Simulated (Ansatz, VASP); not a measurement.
**NiO: VASP beside Ansatz**

INCAR

```
PREC = Accurate ; ENCUT = 520
EDIFF = 1E-7 ; ISMEAR = -1
SIGMA = 0.05 ; LREAL = False
LASPH = True ; NELM = 150
ALGO = Normal ; ISIF = 2
LWAVE = False ; LCHARG = True
ISPIN = 2 ; MAGMOM = 1 0
LORBIT = 11 ; LMAXMIX = 4
GGA = PE ; LELF = True
LVHAR = True ; NBANDS = 19
```

File KPOINTS:

```
Automatic mesh
0
Gamma
  11 11 11
```

File POSCAR:

```
NiO
1.0
    0.0000000000      2.0913095100      2.0913095100
    2.0913095100      0.0000000000      2.0913095100
    2.0913095100      2.0913095100      0.0000000000
Ni O
1 1
Direct
   -0.0183040000     -0.0147110000      0.0102130000
    0.4971920000      0.5028770000      0.4849180000
```

Contents of input.yaml:

```yaml
crystal:
  lattice:
    - [0.0, 2.09130951, 2.09130951]
    - [2.09130951, 0.0, 2.09130951]
    - [2.09130951, 2.09130951, 0.0]
  atoms:
    - { symbol: Ni, position: [-0.018304, -0.014711, 0.010213], spin: 1.0 }
    - { symbol: O, position: [0.497192, 0.502877, 0.484918] }
kpoints:
  mp_grid: { grid: [11, 11, 11] }
scf:
  occupations: { method: fermi_dirac, width: 0.05 }
hamiltonian:
  xc: pbe
  pseudopotentials: { kind: all_electron, lapw: { basis_error: 0.001 } }
magnetization:
  spin_polarized: true
output:
  forces: true
  stress: true
  eigenvalues: true
  populations: true
```

Change from the starting cell: atoms moved at random, drawn with an rms of 0.05 Å.

Alike in both runs: task single point; functional PBE; k mesh 11 × 11 × 11; occupations fermi-dirac, width 0.05 eV; collinear spin.

|  | VASP | Ansatz |
| --- | --- | --- |
| version | VASP 6.6.1 | Ansatz 0.2.0 |
| potentials or method | VASP PAW PBE potentials, release 64 (Ni, O), cutoff 520 eV | all-electron LAPW, scalar-relativistic |

Ansatz gave:

```
gap on the k mesh at the Fermi level (eV)                     : none
pressure (GPa)                                                : 5.7
traceless stress, the component that is largest in VASP (GPa) : 1.21
rms of the force components (eV/Å)                            : 0.095
net moment per atom (μB)                                      : 0.92
size of the moment on the site where the two differ most (μB) : 1.51
```

What did VASP give for the same quantities?

gap on the k mesh at the Fermi level (eV): none; pressure (GPa): 4.8; traceless stress, the component that is largest in VASP (GPa): 1.21; rms of the force components (eV/Å): 0.116; net moment per atom (μB): 0.88; size of the moment on the site where the two differ most (μB): 1.44.

Site moments also hang on the region over which each program counts them. Atom by atom the forces differ by 0.021 eV/Å (rms over components). A gap of «none» marks a metal or a gap that the smearing closes. Ansatz ran all-electron here, and VASP with PAW potentials.
